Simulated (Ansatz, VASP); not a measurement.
# One calculation of NaI, two programs

POSCAR

```
NaI
1.0
    4.0405365889      0.0000000000      0.0000000000
    0.0000000000      4.0405365889      0.0000000000
    0.0000000000      0.0000000000      4.0405365889
Na I
1 1
Direct
    0.0000000000      0.0000000000      0.0000000000
    0.5000000000      0.5000000000      0.5000000000
```

Contents of INCAR.step1:

```
PREC     = Accurate       # precision mode
ENCUT    = 520            # plane-wave cutoff, eV
ISMEAR   = 0              # smearing method
SIGMA    = 0.01           # smearing width, eV
LREAL    = F              # projectors in reciprocal space
LASPH    = T              # aspherical terms in the spheres
NELM     = 100            # most SCF steps
NBANDS   = 14             # bands
GGA      = PE             # functional
ALGO     = Normal         # electronic algorithm
EDIFF    = 1E-4           # SCF threshold, eV
LWAVE    = T              # write WAVECAR
LCHARG   = F              # write CHGCAR
```

Contents of INCAR.step2:

```
PREC     = Accurate       # precision mode
ENCUT    = 520            # plane-wave cutoff, eV
EDIFF    = 1E-6           # SCF threshold, eV
ISMEAR   = 0              # smearing method
SIGMA    = 0.01           # smearing width, eV
LREAL    = F              # projectors in reciprocal space
LASPH    = T              # aspherical terms in the spheres
NELM     = 100            # most SCF steps
ALGO     = Normal         # electronic algorithm
ISIF     = 2              # what is computed and relaxed
LWAVE    = F              # write WAVECAR
LCHARG   = F              # write CHGCAR
METAGGA  = R2SCAN         # meta-GGA
LMIXTAU  = T            
NBANDS   = 14             # bands
ISTART   = 1
```

KPOINTS

```
regular mesh
0
Gamma
  6 6 6
```

Input for Ansatz:

```yaml
crystal:
  lattice:
    - [4.0405365889, 0.0, 0.0]
    - [0.0, 4.0405365889, 0.0]
    - [0.0, 0.0, 4.0405365889]
  atoms:
    - { symbol: Na, position: [0.0, 0.0, 0.0] }
    - { symbol: I, position: [0.5, 0.5, 0.5] }
kpoints:
  mp_grid: { grid: [6, 6, 6] }
hamiltonian:
  xc: r2scan
scf:
  occupations: { method: fixed }
  n_extra_bands: 4
output:
  forces: true
  stress: true
  eigenvalues: true
```

Alike in both runs: task single point; functional r2SCAN; k mesh 6 × 6 × 6; no spin polarisation.

|  | VASP | Ansatz |
| --- | --- | --- |
| version | VASP 6.6.1 | Ansatz 0.2.0 |
| potentials or method | VASP PAW PBE potentials, release 64 (Na_pv, I) | plane waves, PAW |
| plane-wave cutoff (eV) | 520 | 500 |
| occupations | gaussian, width 0.01 eV | fixed |
| valence electrons in the cell | 14 | 26 |

```csv
,VASP,Ansatz,Ansatz less VASP
gap on the k mesh at the Fermi level (eV),3.07,3.06,-0.014
pressure (GPa),0.0,0.0,+0.02
```

VASP's potentials were made for PBE, not for r2SCAN. VASP's potentials hold 14 valence electrons a cell and Ansatz's 26, so a difference there can come from the potentials and not from the codes.

Spin-orbit coupling is off throughout.
